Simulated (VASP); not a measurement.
Input of a VASP 6.6.1 run:

The input INCAR:

```
SYSTEM = CuO
PREC = Accurate
ENCUT = 520
EDIFF = 1E-6
ISMEAR = -1
SIGMA = 0.05
LREAL = .FALSE.
LASPH = .TRUE.
NELM = 80
ALGO = Normal
ISIF = 2
LWAVE = .FALSE.
LCHARG = .FALSE.
GGA = CA
NBANDS = 16
```

The input KPOINTS:

```
regular mesh
0
G
  9 9 8
  0 0 0
```

The input POSCAR:

```
CuO
1.0
    2.7939636253     -0.0000000028      0.0000000000
   -1.3969818102      2.4196434782      0.0000000000
    0.0000000000      0.0000000000      2.6198470887
Cu O
1 1
Direct
    0.0000000000      0.0000000000      0.0000000000
    0.6666666667      0.3333333333      0.5000000000
```

Potentials or basis: VASP PAW LDA potentials, release 64 (Cu, O).

Command:

```bash
$ cat potpaw_LDA.64/Cu/POTCAR potpaw_LDA.64/O/POTCAR > POTCAR
$ mpirun -np 1 vasp_std > vasp.out
```

What does it give for the pressure?

0.6 GPa.

Caveat: an odd number of electrons without spin polarisation forces a metal; a magnetic or distorted state may lie lower.
